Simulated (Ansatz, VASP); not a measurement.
# ZrB in VASP and in Ansatz

File POSCAR:

```
ZrB
1.0
    0.0000000000      2.5116947623      2.5116947623
    2.5116947623      0.0000000000      2.5116947623
    2.5116947623      2.5116947623      0.0000000000
Zr B
1 1
Direct
    0.5000000000      0.5000000000      0.5000000000
    0.0000000000      0.0000000000      0.0000000000
```

The input INCAR.step1:

```
SYSTEM = ZrB
PREC     = Accurate       ! precision mode
ENCUT    = 520            ! plane-wave cutoff, eV
ISMEAR   = 0              ! smearing method
SIGMA    = 0.05           ! smearing width, eV
LREAL    = .False.        ! projectors in reciprocal space
LASPH    = .True.         ! aspherical terms in the spheres
NELM     = 80             ! most SCF steps
NBANDS   = 14             ! bands
GGA      = PE             ! functional
ALGO     = Normal         ! electronic algorithm
EDIFF    = 1E-4           ! SCF threshold, eV
LWAVE    = .True.         ! write WAVECAR
LCHARG   = .False.        ! write CHGCAR
```

INCAR.step2

```
SYSTEM = ZrB
PREC     = Accurate       ! precision mode
ENCUT    = 520            ! plane-wave cutoff, eV
EDIFF    = 1E-6           ! SCF threshold, eV
ISMEAR   = 0              ! smearing method
SIGMA    = 0.05           ! smearing width, eV
LREAL    = .False.        ! projectors in reciprocal space
LASPH    = .True.         ! aspherical terms in the spheres
NELM     = 80             ! most SCF steps
ALGO     = Normal         ! electronic algorithm
ISIF     = 2              ! what is computed and relaxed
LWAVE    = .False.        ! write WAVECAR
LCHARG   = .False.        ! write CHGCAR
METAGGA  = R2SCAN         ! meta-GGA
LMIXTAU  = .True.       
NBANDS   = 14             ! bands
ISTART   = 1
```

KPOINTS

```
Automatic mesh
0
Gamma
  12 12 12
  0 0 0
```

Input for Ansatz:

```yaml
crystal:
  lattice:
    - [0.0, 2.5116947623, 2.5116947623]
    - [2.5116947623, 0.0, 2.5116947623]
    - [2.5116947623, 2.5116947623, 0.0]
  atoms:
    - { symbol: Zr, position: [0.5, 0.5, 0.5] }
    - { symbol: B, position: [0.0, 0.0, 0.0] }
basis:
  ecutwfc: 500
  ecutrho_ratio: 4
kpoints:
  mp_grid: { grid: [12, 12, 12] }
hamiltonian:
  xc: r2scan
scf:
  occupations: { method: gaussian, width: 0.05 }
output:
  forces: true
  stress: true
  eigenvalues: true
```

Alike in both runs: task single point; functional r2SCAN; k mesh 12 × 12 × 12; occupations gaussian, width 0.05 eV; no spin polarisation.

```csv
,VASP,Ansatz
version,VASP 6.6.1,Ansatz 0.2.0
potentials or method,"VASP PAW PBE potentials, release 64 (Zr_sv, B), cutoff 520 eV","scalar-relativistic, plane waves, PAW"
valence electrons in the cell,15,15
```

|  | VASP | Ansatz | Ansatz less VASP |
| --- | --- | --- | --- |
| gap on the k mesh at the Fermi level (eV) | none | none | - |
| pressure (GPa) | -9.7 | -9.7 | -0.02 |

VASP's potentials were made for PBE, not for r2SCAN. A gap of «none» marks a metal or a gap that the smearing closes. The functional is the same, so the differences come from potentials, cutoffs and numerics.
